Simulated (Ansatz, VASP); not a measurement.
NbTe in VASP and in Ansatz

INCAR

```
SYSTEM = NbTe
PREC = Accurate ; ENCUT = 520
EDIFF = 1E-6 ; ISMEAR = 0
SIGMA = 0.026000000000000002 ; LREAL = .False.
LASPH = .True. ; NELM = 100
ALGO = Normal ; ISIF = 2
LWAVE = .False. ; LCHARG = .False.
GGA = PE ; NBANDS = 16
```

File KPOINTS:

```
regular mesh
0
Gamma
  8 8 8
  0 0 0
```

POSCAR

```
NbTe
1.0
    3.4257000000      0.0000000000      0.0000000000
    0.0000000000      3.4257000000      0.0000000000
    0.0000000000      0.0000000000      3.4257000000
Nb Te
1 1
Direct
    0.5000000000      0.5000000000      0.5000000000
    0.0000000000      0.0000000000      0.0000000000
```

File input.yaml:

```yaml
crystal:
  lattice:
    - [3.4257, 0.0, 0.0]
    - [0.0, 3.4257, 0.0]
    - [0.0, 0.0, 3.4257]
  atoms:
    - { symbol: Nb, position: [0.5, 0.5, 0.5] }
    - { symbol: Te, position: [0.0, 0.0, 0.0] }
hamiltonian:
  xc: pbe
  pseudopotentials: { kind: paw }
kpoints:
  mp_grid: { grid: [8, 8, 8] }
scf:
  occupations: { method: gaussian, width: 0.026 }
output:
  forces: true
  stress: true
  eigenvalues: true
  write_density: true
  write_potential: true
  elf: true
  volumetric_format: npy
```

Alike in both runs: task single point; functional PBE; k mesh 8 × 8 × 8; occupations gaussian, width 0.026 eV; no spin polarisation.

|  | VASP | Ansatz |
| --- | --- | --- |
| version | VASP 6.6.1 | Ansatz 0.2.0 |
| potentials or method | VASP PAW PBE potentials, release 64 (Nb_sv, Te) | Ansatz PAW |
| plane-wave cutoff (eV) | 520 | 420 |
| valence electrons in the cell | 19 | 29 |

```tsv
	VASP	Ansatz	Ansatz less VASP
gap on the k mesh at the Fermi level (eV)	none	none	-
pressure (GPa)	-0.3	-0.1	+0.19
```

A gap of «none» marks a metal or a gap that the smearing closes. VASP's potentials hold 19 valence electrons a cell and Ansatz's 29, so a difference there can come from the potentials and not from the codes.

Spin-orbit coupling is off throughout.
